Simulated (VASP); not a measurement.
# MgSnSb2 (P-4m2) in VASP: notebook

MgSnSb2 is run at these levels: PBE; tasks: single point.

Everything below comes from runs of VASP 6.6.1. Logs are shortened: lines on timing, memory, paths and dates and some standing lists are left out, and cuts for length are marked.

### 1 The cell of the first run

Symmetry: P-4m2, No. 115, tetragonal system. Conventional cell: a = 4.565 Å, b = 4.565 Å, c = 6.451 Å, α = 90.00°, β = 90.00°, γ = 90.00°. Within 3.6 Å of Mg (site symmetry -4m2) lie 4 Sb at 2.76 Å. Within 3.6 Å of Sb (site symmetry 2mm) lie 2 Mg at 2.76 Å and 2 Sn at 2.83 Å. Sn (site symmetry -4m2) has 4 Sb at 2.83 Å within 3.7 Å.

### 2 Single point, PBE (33.61 Å³/atom)

INCAR

```
SYSTEM = MgSnSb2
PREC     = Accurate       ! precision mode
ENCUT    = 520            ! plane-wave cutoff, eV
EDIFF    = 1E-6           ! SCF threshold, eV
ISMEAR   = -1             ! smearing method
SIGMA    = 0.02           ! smearing width, eV
LREAL    = .False.        ! projectors in reciprocal space
LASPH    = .True.         ! aspherical terms in the spheres
NELM     = 100            ! most SCF steps
ALGO     = Normal         ! electronic algorithm
ISIF     = 2              ! what is computed and relaxed
LWAVE    = .False.        ! write WAVECAR
LCHARG   = .False.        ! write CHGCAR
GGA      = PE             ! functional
NBANDS   = 21             ! bands
```

KPOINTS

```
regular mesh
0
Gamma
  4 4 4
  0 0 0
```

POSCAR

```
MgSnSb2
1.0
    4.5652808564      0.0000000000      0.0000000000
    0.0000000000      4.5652808564      0.0000000000
    0.0000000000      0.0000000000      6.4505404938
Mg Sb Sn
1 2 1
Direct
    0.0000000000      0.0000000000      0.0000000000
    0.0000000000      0.5000000000      0.2409840633
    0.5000000000      0.0000000000      0.7590159367
    0.5000000000      0.5000000000      0.5000000000
```

Potentials or basis: VASP PAW PBE potentials, release 64 (Mg, Sb, Sn_d).

Run with:

```console
> cat potpaw_PBE.64/Mg/POTCAR potpaw_PBE.64/Sb/POTCAR potpaw_PBE.64/Sn_d/POTCAR > POTCAR
> mpirun -np 1 vasp_std > vasp.out
```

OUTCAR:

```text
SYSTEM = MgSnSb2
   PREC = Accurate
   ENCUT = 520
   EDIFF = 1E-6
   ISMEAR = -1
   LREAL = .False.
   LASPH = .True.
   NELM = 100
   ISIF = 2
   GGA = PE

 ion  position               nearest neighbor table
   1  0.000  0.000  0.000-   2 2.76   3 2.76   2 2.76   3 2.76
   2  0.000  0.500  0.241-   1 2.76   1 2.76   4 2.83   4 2.83
   3  0.500  0.000  0.759-   1 2.76   1 2.76   4 2.83   4 2.83
   4  0.500  0.500  0.500-   2 2.83   3 2.83   3 2.83   2 2.83

  LATTYP: Found a simple tetragonal cell.
 ALAT       =     4.5652808564
 C/A-ratio  =     1.4129558940

  Lattice vectors:

 A1 = (   4.5652808564,   0.0000000000,   0.0000000000)
 A2 = (   0.0000000000,   4.5652808564,   0.0000000000)
 A3 = (   0.0000000000,   0.0000000000,   6.4505404938)

Analysis of symmetry for initial positions (statically):
=====================================================================
 Subroutine PRICEL returns:
 Original cell was already a primitive cell.

 Routine SETGRP: Setting up the symmetry group for a
 simple tetragonal supercell.

 Subroutine GETGRP returns: Found  8 space group operations
 (whereof  8 operations were pure point group operations)
 out of a pool of 16 trial point group operations.

The static configuration has the point symmetry D_2d.

Analysis of symmetry for dynamics (positions and initial velocities):
=====================================================================
 Subroutine PRICEL returns:
 Original cell was already a primitive cell.

 Routine SETGRP: Setting up the symmetry group for a
 simple tetragonal supercell.

 Subroutine GETGRP returns: Found  8 space group operations
 (whereof  8 operations were pure point group operations)
 out of a pool of 16 trial point group operations.

The dynamic configuration has the point symmetry D_2d.

 Subroutine INISYM returns: Found  8 space group operations
 (whereof  8 operations are pure point group operations),
 and found     1 'primitive' translations

----------------------------------------------------------------------------------------

                                     Primitive cell

  volume of cell :     134.4408

  direct lattice vectors                    reciprocal lattice vectors
     4.565280856  0.000000000  0.000000000     0.219044574  0.000000000  0.000000000
     0.000000000  4.565280856  0.000000000     0.000000000  0.219044574  0.000000000
     0.000000000  0.000000000  6.450540494     0.000000000  0.000000000  0.155025769

  length of vectors
     4.565280856  4.565280856  6.450540494     0.219044574  0.219044574  0.155025769
[... 78 lines left out ...]
   EDIFF  = 0.1E-05   stopping-criterion for ELM
   LREAL  =      F    real-space projection
   EDIFFG = 0.1E-04   stopping-criterion for IOM
   NSW    =      0    number of steps for IOM
   IBRION =     -1    ionic relax: 0-MD 1-quasi-New 2-CG
   NFREE  =      0    steps in history (QN), initial steepest desc. (CG)
   ISIF   =      2    stress and relaxation
   ISYM   =      2    0-nonsym 1-usesym 2-fastsym
   POTIM  = 0.5000    time-step for ionic-motion
   TEBEG  =    0.0;   TEEND  =   0.0 temperature during run
   PSTRESS=    0.0 pullay stress
   NELECT =      26.0000    total number of electrons
   NUPDOWN=      -1.0000    fix difference up-down
   EMIN   =  10.00;   EMAX   =-10.00  energy-range for DOS
   EFERMI =   0.00;   METHOD = LEGACY
   ISMEAR =    -1;   SIGMA  =   0.02  broadening in eV -4-tet -1-fermi 0-gaus
   EFERMI_NEDOS =   21; number of points for ismear=-14 and -15
   IALGO  =     38    algorithm
   IMIX   =      4    mixing-type and parameters
     AMIX     =   0.40;   BMIX     =  1.00
     AMIX_MAG =   1.60;   BMIX_MAG =  1.00
  volume/ion in A,a.u.               =      33.61       226.81
  Fermi-wavevector in a.u.,A,eV,Ry     =   0.946722  1.789044 12.194652  0.896282
  Thomas-Fermi vector in A             =   2.074746
   LORBIT       =      0    0 simple, 1 ext, 2 COOP (PROOUT), +10 PAW based schemes
   GGA     = PE    functional components
   LHFCALC =     F    Hartree Fock is set to
   AEXX    =    0.0000 exact exchange contribution
   IVDW    =     0    specifies the selected vdW correction
   LEPSILON=     F    determine dielectric tensor
   LRPA    =     F    only Hartree local field effects (RPA)
 non-spin polarized calculation
  energy-cutoff  :      520.00
  volume of cell :      134.44
 maximum number of plane-waves:      3648
 NGX is ok and might be reduce to    36
   NGX = 17   NGY = 17   NGZ = 23

 number of electron      26.0000012 magnetization

 Free energy of the ion-electron system (eV)
  ---------------------------------------------------
  ext. energy  EPLUGINS =         0.00000000
  ---------------------------------------------------
  free energy    TOTEN  =       -13.98018058 eV

  energy without entropy =      -13.97844804  energy(sigma->0) =      -13.97931431

 E-fermi :   4.0624     XC(G=0):  -8.3801

 val. band max:        4.0386484299   @ k =   0.5000   0.0000   0.5000
 cond. band min:       4.1674678283   @ k =   0.0000   0.0000   0.0000
 fundamental gap:      0.1288193984
 Fermi energy:         4.0623813347

 k-point     1 :       0.0000    0.0000    0.0000
  band No.  band energies     occupation
      1     -17.4292      2.00000
      2     -17.4292      2.00000
      3     -17.4277      2.00000
      4     -17.4100      2.00000
      5     -17.3829      2.00000
      6      -6.5320      2.00000
[... 421 lines left out ...]
     20       9.5340      0.00000
     21       9.7465      0.00000

------------------------ aborting loop because EDIFF is reached ----------------------------------------

  FORCE on cell =-STRESS in cart. coord.  units (eV):
  Direction    XX          YY          ZZ          XY          YZ          ZX
  --------------------------------------------------------------------------------------
  -------------------------------------------------------------------------------------
  Total        2.3945862      2.3945862      2.1560270      0.0000000      0.0000000     -0.0000000
  in kB       28.5371073     28.5371073     25.6941148      0.0000000      0.0000000     -0.0000000
  external PRESSURE =      27.5894431 kB  Pullay stress =       0.0000000 kB

 VOLUME and BASIS-vectors are now :
 -----------------------------------------------------------------------------
  energy-cutoff  :      520.00
  volume of cell :      134.44
      direct lattice vectors                 reciprocal lattice vectors
     4.565280856  0.000000000  0.000000000     0.219044574  0.000000000  0.000000000
     0.000000000  4.565280856  0.000000000     0.000000000  0.219044574  0.000000000
     0.000000000  0.000000000  6.450540494     0.000000000  0.000000000  0.155025769

 POSITION                                       TOTAL-FORCE (eV/Angst)
 -----------------------------------------------------------------------------------
      0.00000      0.00000      0.00000         0.000000      0.000000     -0.000000
      0.00000      2.28264      1.55448         0.000000      0.000000     -0.087364
      2.28264      0.00000      4.89606         0.000000      0.000000      0.087364
      2.28264      2.28264      3.22527        -0.000000      0.000000     -0.000000
 -----------------------------------------------------------------------------------
    total drift:                                0.000000      0.000000      0.000000

  FREE ENERGIE OF THE ION-ELECTRON SYSTEM (eV)
  ---------------------------------------------------
  free  energy   TOTEN  =       -13.9801805809 eV

  energy  without entropy=      -13.9784480351  energy(sigma->0) =      -13.97931431
```

Run time: 53 s. Hardware: 1 thread of Intel Xeon 8259CL, shared host; peak memory 0.26 GiB.

Results:

```yaml
Free_energy: -13.9802 eV
Pressure: 2.8 GPa
Largest_force: 0.087 eV/Å
Band_gap_on_the_k_mesh: zero (bands 13 and 14 overlap by 0.13 eV)
```

Forces on the atoms (eV/Å):
```
Mg   0.000  0.000  0.000
Sb   0.000  0.000 -0.087
Sb   0.000  0.000  0.087
Sn   0.000  0.000  0.000
```

Levels at points of the mesh, in eV from the Fermi level:
```tsv
k point	band 11	band 12	band 13	band 14	band 15	band 16
(0.00, 0.00, 0.00)	-0.23	-0.10	0.11	0.11	1.23	2.65
(0.50, 0.00, 0.00)	-2.57	-1.54	-0.33	1.29	3.48	3.67
(0.50, 0.50, 0.00)	-2.10	-2.10	-1.21	0.50	1.41	1.41
(0.00, 0.00, 0.50)	-1.85	-0.72	-0.72	1.21	1.22	3.36
(0.50, 0.00, 0.50)	-1.26	-0.61	-0.29	-0.02	2.45	3.01
(0.50, 0.50, 0.50)	-2.53	-2.53	-2.00	2.78	3.72	3.72
```

Caveat: semilocal functionals underestimate gaps, and a narrow one can read as zero; spin-orbit coupling is left out, which moves the levels of the heavy elements.

### 3 Single point, PBE (34.68 Å³/atom)

This run uses another cell than the first one, of 34.68 Å³/atom.

INCAR

```
SYSTEM = MgSnSb2
  ALGO = Normal
  EDIFF = 1E-6
  ENCUT = 520
  GGA = PE
  ISIF = 2
  ISMEAR = -1
  LASPH = .TRUE.
  LCHARG = .FALSE.
  LREAL = .FALSE.
  LWAVE = .FALSE.
  NBANDS = 21
  NELM = 60
  PREC = Accurate
  SIGMA = 0.02
```

KPOINTS

```
k-points
0
G
  4 4 4
  0 0 0
```

POSCAR

```
MgSnSb2
1.0
    4.6133399761      0.0000000000      0.0000000000
    0.0000000000      4.6133399761      0.0000000000
    0.0000000000      0.0000000000      6.5184459102
Mg Sb Sn
1 2 1
Direct
    0.0000000000      0.0000000000      0.0000000000
    0.0000000000      0.5000000000      0.2409840633
    0.5000000000      0.0000000000      0.7590159367
    0.5000000000      0.5000000000      0.5000000000
```

Potentials or basis: VASP PAW PBE potentials, release 64 (Mg, Sb, Sn_d).

Run with:

```console
> cat potpaw_PBE.64/Mg/POTCAR potpaw_PBE.64/Sb/POTCAR potpaw_PBE.64/Sn_d/POTCAR > POTCAR
> mpirun -np 1 vasp_std > vasp.out
```

It took 59 s on 1 thread of Intel Xeon 8259CL, shared host; peak memory 0.27 GiB.

Results (log left out):

* Free energy: -14.0350 eV
* Pressure: 1.4 GPa
* Largest force: 0.037 eV/Å
* Band gap on the k mesh: zero (bands 13 and 14 overlap by 0.16 eV)

Forces in eV/Å, atoms in the order of the input:
```
Mg   0.000  0.000  0.000
Sb   0.000  0.000 -0.037
Sb   0.000  0.000  0.037
Sn   0.000  0.000  0.000
```

Stress tensor (GPa, compression positive):
```
1.45 0.00 0.00
0.00 1.45 0.00
0.00 0.00 1.17
```

Levels at points of the mesh, in eV from the Fermi level:
| k point | band 10 | band 11 | band 12 | band 13 | band 14 | band 15 | band 16 | band 17 |
| --- | --- | --- | --- | --- | --- | --- | --- | --- |
| (0.00, 0.00, 0.00) | -2.09 | -0.22 | -0.17 | 0.11 | 0.11 | 1.27 | 2.61 | 3.03 |
| (0.50, 0.00, 0.00) | -2.55 | -2.47 | -1.47 | -0.31 | 1.25 | 3.48 | 3.62 | 3.79 |
| (0.50, 0.50, 0.00) | -2.67 | -2.02 | -2.02 | -1.15 | 0.53 | 1.46 | 1.46 | 2.90 |
| (0.00, 0.00, 0.50) | -1.77 | -1.77 | -0.68 | -0.68 | 1.19 | 1.23 | 3.36 | 3.67 |
| (0.50, 0.00, 0.50) | -1.41 | -1.22 | -0.58 | -0.27 | -0.05 | 2.38 | 3.00 | 3.47 |
| (0.50, 0.50, 0.50) | -2.99 | -2.42 | -2.42 | -1.89 | 2.67 | 3.69 | 3.69 | 4.08 |

Caveat: semilocal functionals underestimate gaps, and a narrow one can read as zero; spin-orbit coupling is left out, which moves the levels of the heavy elements.

### 4 Single point, PBE

This run uses another cell than the first one, of 35.76 Å³/atom.

INCAR

```
SYSTEM = MgSnSb2
PREC = Accurate
ENCUT = 520
EDIFF = 1E-6
ISMEAR = -1
SIGMA = 0.02
LREAL = .False.
LASPH = .True.
NELM = 100
ALGO = Normal
ISIF = 2
LWAVE = .False.
LCHARG = .False.
GGA = PE
NBANDS = 21
```

KPOINTS

```
Automatic mesh
0
Gamma
  4 4 4
  0 0 0
```

POSCAR

```
MgSnSb2
1.0
    4.6604181254      0.0000000000      0.0000000000
    0.0000000000      4.6604181254      0.0000000000
    0.0000000000      0.0000000000      6.5849652587
Mg Sb Sn
1 2 1
Direct
    0.0000000000      0.0000000000      0.0000000000
    0.0000000000      0.5000000000      0.2409840633
    0.5000000000      0.0000000000      0.7590159367
    0.5000000000      0.5000000000      0.5000000000
```

Run with:

```console
> cat potpaw_PBE.64/Mg/POTCAR potpaw_PBE.64/Sb/POTCAR potpaw_PBE.64/Sn_d/POTCAR > POTCAR
> mpirun -np 1 vasp_std > vasp.out
```

Wall time 86 s (1 thread of Intel Xeon 8259CL, shared host); peak memory 0.27 GiB.

It converged, with:

```
Free energy            : -14.0552 eV
Pressure               : 0.2 GPa
Largest force          : 0.006 eV/Å
Band gap on the k mesh : zero (bands 13 and 14 overlap by 0.18 eV)
```

Forces in eV/Å, atoms in the order of the input:
```
Mg   0.000  0.000  0.000
Sb   0.000  0.000  0.006
Sb   0.000  0.000 -0.006
Sn   0.000  0.000  0.000
```

Stress tensor (GPa, compression positive):
```
 0.26  0.00  0.00
 0.00  0.26  0.00
 0.00  0.00 -0.03
```

Levels at points of the mesh, in eV from the Fermi level:
| k point | band 10 | band 11 | band 12 | band 13 | band 14 | band 15 | band 16 | band 17 |
| --- | --- | --- | --- | --- | --- | --- | --- | --- |
| (0.00, 0.00, 0.00) | -2.02 | -0.25 | -0.22 | 0.11 | 0.11 | 1.30 | 2.56 | 3.00 |
| (0.50, 0.00, 0.00) | -2.46 | -2.37 | -1.42 | -0.29 | 1.20 | 3.46 | 3.56 | 3.70 |
| (0.50, 0.50, 0.00) | -2.57 | -1.94 | -1.94 | -1.09 | 0.54 | 1.50 | 1.50 | 2.90 |
| (0.00, 0.00, 0.50) | -1.70 | -1.70 | -0.64 | -0.64 | 1.16 | 1.24 | 3.35 | 3.62 |
| (0.50, 0.00, 0.50) | -1.36 | -1.20 | -0.56 | -0.26 | -0.07 | 2.30 | 2.98 | 3.45 |
| (0.50, 0.50, 0.50) | -2.92 | -2.32 | -2.32 | -1.80 | 2.56 | 3.64 | 3.64 | 4.06 |

Caveat: semilocal functionals underestimate gaps, and a narrow one can read as zero; spin-orbit coupling is left out, which moves the levels of the heavy elements.

(Part 1 of 2 ends here.)

The gap in the log of VASP goes by the Fermi energy; the results here count the filled bands.